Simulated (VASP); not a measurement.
# ScAl3N4 (Imm2) in VASP: single point with r2SCAN

Aim: the single point of ScAl3N4 with r2SCAN.

All numbers are computed with VASP 6.6.1; they aren't measurements. Logs are shortened: lines on timing, memory, paths and dates and some standing lists are left out, and cuts for length are marked.

## (1) The cell of the first run

Symmetry: Imm2, No. 44, orthorhombic system. The conventional cell has a = 3.391 Å, b = 8.419 Å, c = 5.962 Å, α = 90.00°, β = 90.00°, γ = 90.00°. Within 2.7 Å of Sc (site symmetry mm2) lie 5 N at 2.02 to 2.17 Å. Within 2.5 Å of Al (site symmetry mm2) lie 5 N at 1.86 to 2.04 Å. Within 2.6 Å of Al (site symmetry m) lie 5 N at 1.97 to 2.14 Å. N (site symmetry m) has 4 Al at 1.97 to 2.04 Å and 1 Sc at 2.17 Å within 2.6 Å. N (site symmetry mm2) has 3 Al at 1.86 to 2.14 Å and 2 Sc at 2.02 Å within 2.5 Å. Within 2.6 Å of N (site symmetry mm2) lie 4 Al at 1.93 to 2.07 Å and 1 Sc at 2.09 Å.

## (2) Single point, r2SCAN

POSCAR reads:

```
ScAl3N4
1.0
   -3.3910918582      0.0000000000      0.0000000000
    0.0000000000      5.9623750291      0.0000000000
    1.6955459291     -2.9811875146     -4.2094157544
Sc Al N
1 3 4
Direct
    0.0000000000      0.3316094098      0.0000000000
    0.5000000000      0.8360634586      0.0000000000
    0.7541123085      0.4207044682      0.5082246170
    0.2458876915      0.9124798512      0.4917753830
    0.7424064644      0.0766872341      0.4848129287
    0.2575935356      0.5918743054      0.5151870713
    0.5000000000      0.1480525029      0.0000000000
    0.0000000000      0.6825287698      0.0000000000
```

INCAR.step1 reads:

```
ALGO = Normal
EDIFF = 1E-5
ENCUT = 910
GGA = PE
GGA_COMPAT = False
ISMEAR = 0
LASPH = True
LCHARG = False
LREAL = False
LWAVE = True
NBANDS = 30
NELM = 120
PREC = Accurate
SIGMA = 0.02
```

INCAR.step2 reads:

```
ALGO = Normal
EDIFF = 1E-6
ENCUT = 910
GGA_COMPAT = False
ISIF = 2
ISMEAR = 0
ISTART = 1
LASPH = True
LCHARG = False
LMIXTAU = True
LREAL = False
LWAVE = False
METAGGA = R2SCAN
NBANDS = 30
NELM = 120
PREC = Accurate
SIGMA = 0.02
```

KPOINTS reads:

```
k-points
0
Gamma
  8 8 8
```

Potentials or basis: VASP PAW PBE potentials, release 64 (Sc_sv, Al, N_h).

Launch:

```
cat potpaw_PBE.64/Sc_sv/POTCAR potpaw_PBE.64/Al/POTCAR potpaw_PBE.64/N_h/POTCAR > POTCAR
cp INCAR.step1 INCAR
mpirun -np 1 vasp_std > vasp.out
cp INCAR.step2 INCAR
mpirun -np 1 vasp_std > vasp.out
```

OUTCAR:

```text
EDIFF = 1E-6
   ENCUT = 910
   ISIF = 2
   ISMEAR = 0
   ISTART = 1
   LASPH = True
   LREAL = False
   METAGGA = R2SCAN
   NELM = 120
   PREC = Accurate

 ion  position               nearest neighbor table
   1  0.000  0.332  0.000-   7 2.02   7 2.02   8 2.09   6 2.17   5 2.17   4 2.88   3 2.88   4 2.90
                             4 2.90   3 2.90   3 2.90
   2  0.500  0.836  0.000-   7 1.86   8 1.93   8 1.93   6 2.04   5 2.04   3 2.86   3 2.86   4 2.86
                             4 2.86   3 2.91   4 2.91
   3  0.754  0.421  0.508-   6 1.97   6 1.97   5 1.98   8 2.07   7 2.14   2 2.86   2 2.86   1 2.88
                             1 2.90   1 2.90   2 2.91
   4  0.246  0.912  0.492-   5 1.97   5 1.97   6 1.98   8 2.07   7 2.14   2 2.86   2 2.86   1 2.88
                             1 2.90   1 2.90   2 2.91
   5  0.742  0.077  0.485-   4 1.97   4 1.97   3 1.98   2 2.04   1 2.17
   6  0.258  0.592  0.515-   3 1.97   3 1.97   4 1.98   2 2.04   1 2.17
   7  0.500  0.148  0.000-   2 1.86   1 2.02   1 2.02   3 2.14   4 2.14
   8  0.000  0.683  0.000-   2 1.93   2 1.93   3 2.07   4 2.07   1 2.09

  LATTYP: Found a body centered orthorhombic cell.
 ALAT       =     3.3910918582
 B/A-ratio  =     1.7582463933
 C/A-ratio  =     2.4826315125

  Lattice vectors:

 A1 = (   1.6955459291,  -2.9811875145,   4.2094157544)
 A2 = (  -1.6955459291,   2.9811875146,   4.2094157544)
 A3 = (  -1.6955459291,  -2.9811875146,  -4.2094157544)

Analysis of symmetry for initial positions (statically):
=====================================================================
 Subroutine PRICEL returns:
 Original cell was already a primitive cell.

 Routine SETGRP: Setting up the symmetry group for a
 body centered orthorhombic supercell.

 Subroutine GETGRP returns: Found  4 space group operations
 (whereof  4 operations were pure point group operations)
 out of a pool of  8 trial point group operations.

The static configuration has the point symmetry C_2v.

Analysis of symmetry for dynamics (positions and initial velocities):
=====================================================================
 Subroutine PRICEL returns:
 Original cell was already a primitive cell.

 Routine SETGRP: Setting up the symmetry group for a
 body centered orthorhombic supercell.

 Subroutine GETGRP returns: Found  4 space group operations
 (whereof  4 operations were pure point group operations)
 out of a pool of  8 trial point group operations.

The dynamic configuration has the point symmetry C_2v.

 Subroutine INISYM returns: Found  4 space group operations
 (whereof  4 operations are pure point group operations),
 and found     1 'primitive' translations

----------------------------------------------------------------------------------------

                                     Primitive cell

  volume of cell :      85.1100

  direct lattice vectors                    reciprocal lattice vectors
    -3.391091858  0.000000000  0.000000000    -0.294890272  0.000000000 -0.118781330
     0.000000000  5.962375029  0.000000000     0.000000000  0.167718400 -0.118781330
     1.695545929 -2.981187515 -4.209415754     0.000000000  0.000000000 -0.237562659

  length of vectors
     3.391091858  5.962375029  5.429690229     0.317913945  0.205519989  0.237562659

  position of ions in fractional coordinates (direct lattice)
     0.000000000  0.331609410  0.000000000
     0.500000000  0.836063459  0.000000000
     0.754112308  0.420704468  0.508224617
     0.245887692  0.912479851  0.491775383
     0.742406464  0.076687234  0.484812929
     0.257593536  0.591874305  0.515187071
     0.500000000  0.148052503  0.000000000
     0.000000000  0.682528770  0.000000000

  ion indices of the primitive-cell ions
   primitive index   ion index
                 1           1
                 2           2
                 3           3
                 4           4
                 5           5
                 6           6
                 7           7
                 8           8

----------------------------------------------------------------------------------------

 KPOINTS: k-points

Automatic generation of k-mesh.
 Grid dimensions read from file:
 generate k-points for:    8    8    8

 Generating k-lattice:

  Cartesian coordinates                     Fractional coordinates (reciprocal lattice)
    -0.036861284  0.000000000 -0.014847666     0.125000000  0.000000000 -0.000000000
     0.000000000  0.020964800 -0.014847666     0.000000000  0.125000000  0.000000000
     0.000000000  0.000000000 -0.029695332     0.000000000  0.000000000  0.125000000

  Length of vectors
     0.039739243  0.025689999  0.029695332

  Shift w.r.t. Gamma in fractional coordinates (k-lattice)
     0.000000000  0.000000000  0.000000000

 Subroutine IBZKPT returns following result:
 ===========================================

 Found     95 irreducible k-points:

 Following reciprocal coordinates:
            Coordinates               Weight
  0.000000  0.000000  0.000000      1.000000
  0.125000  0.000000  0.000000      4.000000
  0.250000  0.000000  0.000000      4.000000
  0.375000  0.000000  0.000000      4.000000
  0.500000  0.000000  0.000000      2.000000
  0.000000  0.125000  0.000000      4.000000
[... 16 lines left out ...]
  0.125000  0.375000  0.000000      8.000000
  0.250000  0.375000  0.000000      8.000000
 [... further k-points ...]
   k-points           NKPTS =     95   k-points in BZ     NKDIM =     95   number of bands    NBANDS=     30
   number of dos      NEDOS =    301   number of ions     NIONS =      8
   total plane-waves  NPLWV = 116640
   dimension x,y,z NGX =    36 NGY =   60 NGZ =   54
   dimension x,y,z NGXF=    72 NGYF=  120 NGZF=  108
   ions per type =               1   3   4
   NGX,Y,Z   is equivalent  to a cutoff of  17.65, 16.73, 16.53 a.u.
   NGXF,Y,Z  is equivalent  to a cutoff of  35.30, 33.46, 33.07 a.u.
 SYSTEM =  unknown system
   PREC   = accura    normal or accurate (medium, high low for compatibility)
   ISTART =      1    job   : 0-new  1-cont  2-samecut
   ICHARG =      0    charge: 1-file 2-atom 10-const
   ISPIN  =      1    spin polarized calculation?
   LNONCOLLINEAR =      F non collinear calculations
   LSORBIT =      F    spin-orbit coupling
   LASPH  =      T    aspherical Exc in radial PAW
   ENCUT  =  910.0 eV  66.88 Ry    8.18 a.u.   8.34 14.67 13.36*2*pi/ulx,y,z
   NELM   =    120;   NELMIN=  2; NELMDL=  0     # of ELM steps
   EDIFF  = 0.1E-05   stopping-criterion for ELM
   LREAL  =      F    real-space projection
   EDIFFG = 0.1E-04   stopping-criterion for IOM
   NSW    =      0    number of steps for IOM
   IBRION =     -1    ionic relax: 0-MD 1-quasi-New 2-CG
   NFREE  =      0    steps in history (QN), initial steepest desc. (CG)
   ISIF   =      2    stress and relaxation
   ISYM   =      2    0-nonsym 1-usesym 2-fastsym
   POTIM  = 0.5000    time-step for ionic-motion
   TEBEG  =    0.0;   TEEND  =   0.0 temperature during run
   PSTRESS=    0.0 pullay stress
   NELECT =      40.0000    total number of electrons
   NUPDOWN=      -1.0000    fix difference up-down
   EMIN   =  10.00;   EMAX   =-10.00  energy-range for DOS
   EFERMI =   0.00;   METHOD = LEGACY
   ISMEAR =     0;   SIGMA  =   0.02  broadening in eV -4-tet -1-fermi 0-gaus
   EFERMI_NEDOS =   21; number of points for ismear=-14 and -15
   IALGO  =     38    algorithm
   IMIX   =      4    mixing-type and parameters
     AMIX     =   0.40;   BMIX     =  1.00
     AMIX_MAG =   1.60;   BMIX_MAG =  1.00
  volume/ion in A,a.u.               =      10.64        71.79
  Fermi-wavevector in a.u.,A,eV,Ry     =   1.272823  2.405286 22.042497  1.620078
  Thomas-Fermi vector in A             =   2.405680
   LORBIT       =      0    0 simple, 1 ext, 2 COOP (PROOUT), +10 PAW based schemes
   METAGGA = R2SCAN    functional components
   LHFCALC =     F    Hartree Fock is set to
   AEXX    =    0.0000 exact exchange contribution
   IVDW    =     0    specifies the selected vdW correction
   LEPSILON=     F    determine dielectric tensor
   LRPA    =     F    only Hartree local field effects (RPA)
 non-spin polarized calculation
 Gauss-broadening in eV      SIGMA  =   0.02
  energy-cutoff  :      910.00
  volume of cell :       85.11
 maximum number of plane-waves:      5330
 NGX is ok and might be reduce to    36
   NGX = 17   NGY = 29   NGZ = 27

 number of electron      40.0000000 magnetization

 Free energy of the ion-electron system (eV)
  ---------------------------------------------------
  ext. energy  EPLUGINS =         0.00000000
  ---------------------------------------------------
  free energy    TOTEN  =       -80.91784235 eV

  energy without entropy =      -80.91784235  energy(sigma->0) =      -80.91784235

 E-fermi :   7.3076     XC(G=0): -11.7261

 val. band max:        7.0547991992   @ k =   0.0000   0.0000   0.0000
 cond. band min:      10.2314874433   @ k =   0.3750   0.0000   0.2500
 fundamental gap:      3.1766882441
 Fermi energy:         7.3075658003

 k-point     1 :       0.0000    0.0000    0.0000
  band No.  band energies     occupation
      1     -42.4922      2.00000
      2     -20.3670      2.00000
      3     -20.3652      2.00000
      4     -20.2534      2.00000
      5      -9.7913      2.00000
      6      -7.5706      2.00000
[... 22 lines left out ...]
     29      15.3535      0.00000
     30      16.5115      0.00000

 k-point     2 :       0.1250    0.0000    0.0000
  band No.  band energies     occupation
      1     -42.4894      2.00000
      2     -20.3709      2.00000
      3     -20.3617      2.00000
      4     -20.2903      2.00000
      5      -9.6398      2.00000
      6      -7.5889      2.00000
[... 718 lines left out ...]
 k-point    24 :       0.2500    0.3750    0.0000
  band No.  band energies     occupation
      1     -42.4824      2.00000
      2     -20.4356      2.00000
      3     -20.3557      2.00000
      4     -20.3239      2.00000
      5      -8.6282      2.00000
      6      -8.2195      2.00000
[... 22 lines left out ...]
     29      15.4848      0.00000
     30      15.9211      0.00000

 [... further k-points ...]

------------------------ aborting loop because EDIFF is reached ----------------------------------------

  FORCE on cell =-STRESS in cart. coord.  units (eV):
  Direction    XX          YY          ZZ          XY          YZ          ZX
  --------------------------------------------------------------------------------------
  -------------------------------------------------------------------------------------
  Total        0.0452573      0.0544024      0.0259989     -0.0000000      0.0000000      0.0000000
  in kB        0.8519593      1.0241141      0.4894227     -0.0000000      0.0000000      0.0000000
  external PRESSURE =       0.7884987 kB  Pullay stress =       0.0000000 kB

 VOLUME and BASIS-vectors are now :
 -----------------------------------------------------------------------------
  energy-cutoff  :      910.00
  volume of cell :       85.11
      direct lattice vectors                 reciprocal lattice vectors
    -3.391091858  0.000000000  0.000000000    -0.294890272  0.000000000 -0.118781330
     0.000000000  5.962375029  0.000000000     0.000000000  0.167718400 -0.118781330
     1.695545929 -2.981187515 -4.209415754     0.000000000  0.000000000 -0.237562659

 POSITION                                       TOTAL-FORCE (eV/Angst)
 -----------------------------------------------------------------------------------
      0.00000      1.97718      0.00000         0.000000      0.025692      0.000000
     -1.69555      4.98492      0.00000         0.000000     -0.001225      0.000000
     -1.69555      0.99328     -2.13933        -0.000000     -0.000183     -0.008539
     -0.00000      3.97447     -2.07009         0.000000     -0.000183      0.008539
     -1.69555     -0.98808     -2.04078        -0.000000      0.000200      0.058966
      0.00000      1.99311     -2.16864         0.000000      0.000200     -0.058966
     -1.69555      0.88274      0.00000         0.000000     -0.108912      0.000000
      0.00000      4.06949      0.00000        -0.000000      0.084411      0.000000
 -----------------------------------------------------------------------------------
    total drift:                               -0.000078     -0.000420     -0.000149

  FREE ENERGIE OF THE ION-ELECTRON SYSTEM (eV)
  ---------------------------------------------------
  free  energy   TOTEN  =       -80.9178423546 eV

  energy  without entropy=      -80.9178423546  energy(sigma->0) =      -80.91784235
```

It took 24 min on 1 thread of AMD EPYC 9R45 (Zen 5), shared host; peak memory 0.69 GiB.

What came out:

```yaml
Free_energy: -80.9178 eV
Pressure: 0.1 GPa
Largest_force: 0.109 eV/Å
Band_gap_on_the_k_mesh: 3.18 eV (least direct gap 3.26 eV)
```

Forces on the atoms (eV/Å):
```
Sc   0.000  0.026  0.000
Al   0.000 -0.001  0.000
Al   0.000  0.000 -0.009
Al   0.000  0.000  0.009
N    0.000  0.000  0.059
N    0.000  0.000 -0.059
N    0.000 -0.109  0.000
N    0.000  0.084  0.000
```

Levels at points of the mesh, in eV from the valence-band top:
```csv
k point,band 16,band 17,band 18,band 19,band 20,band 21,band 22,band 23,band 24,band 25
"(0.00, 0.00, 0.00)",-2.15,-1.95,-1.78,-1.64,0.00,3.26,4.35,4.40,4.80,6.15
"(0.50, 0.00, 0.00)",-2.35,-2.34,-2.15,-1.62,-1.00,3.76,4.31,4.33,4.72,6.99
"(0.00, 0.50, 0.00)",-2.71,-2.14,-1.63,-1.38,-0.98,4.05,4.67,5.03,5.36,6.39
"(0.50, 0.50, 0.00)",-2.44,-2.28,-1.79,-1.63,-0.90,3.44,4.08,4.66,5.18,5.85
"(0.00, 0.00, 0.50)",-2.65,-2.60,-2.37,-2.30,-1.25,4.11,4.41,4.89,5.56,5.84
```

Caveat: the PAW data sets were made with another functional, which shifts forces and pressure a little. A k mesh can miss the band edges.
